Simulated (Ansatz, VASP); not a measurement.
CoO: VASP beside Ansatz

```
CELL_PARAMETERS angstrom
2.97164 0.00000 0.00000
-1.48582 2.57352 0.00000
0.00000 0.00000 5.01711
ATOMIC_POSITIONS crystal
Co 0.00000 0.00000 0.00000
Co 0.00000 0.00000 0.50000
O 0.33333 0.66667 0.24547
O 0.66667 0.33333 0.75453
```

Alike in both runs: task single point; functional PBE; k mesh 6 × 6 × 4; occupations gaussian, width 0.05 eV; collinear spin; Hubbard terms Co d U = 3.3 eV.

|  | VASP | Ansatz |
| --- | --- | --- |
| version | VASP 6.6.1 | Ansatz 0.2.0 |
| potentials or method | VASP PAW PBE potentials, release 64 (Co, O), cutoff 520 eV | scalar-relativistic, plane waves, PAW |
| valence electrons in the cell | 30 | 46 |

```tsv
	VASP	Ansatz	Ansatz less VASP
gap on the k mesh at the Fermi level (eV)	none	none	-
pressure (GPa)	8.3	-0.1	-8.33
traceless stress, the component that is largest in VASP (GPa)	10.10	0.23	-9.874
rms of the force components (eV/Å)	0.147	0.009	-0.1382
net moment per atom (μB)	1.50	1.00	-0.497
size of the moment on the site where the two differ most (μB)	2.70	1.34	-1.361
```

The net moments are unlike, so the other rows may belong to different states. Site moments also hang on the region over which each program counts them. The programs project onto different local orbitals, so the same U acts differently, and such runs can settle in different states. Atom by atom the forces differ by 0.138 eV/Å (rms over components). A gap of «none» marks a metal or a gap that the smearing closes. VASP's potentials hold 30 valence electrons a cell and Ansatz's 46, so a difference there can come from the potentials and not from the codes. Ansatz's warnings: filled band counts differ across k points.

The k mesh is coarse, so the values compare programs but aren't converged.
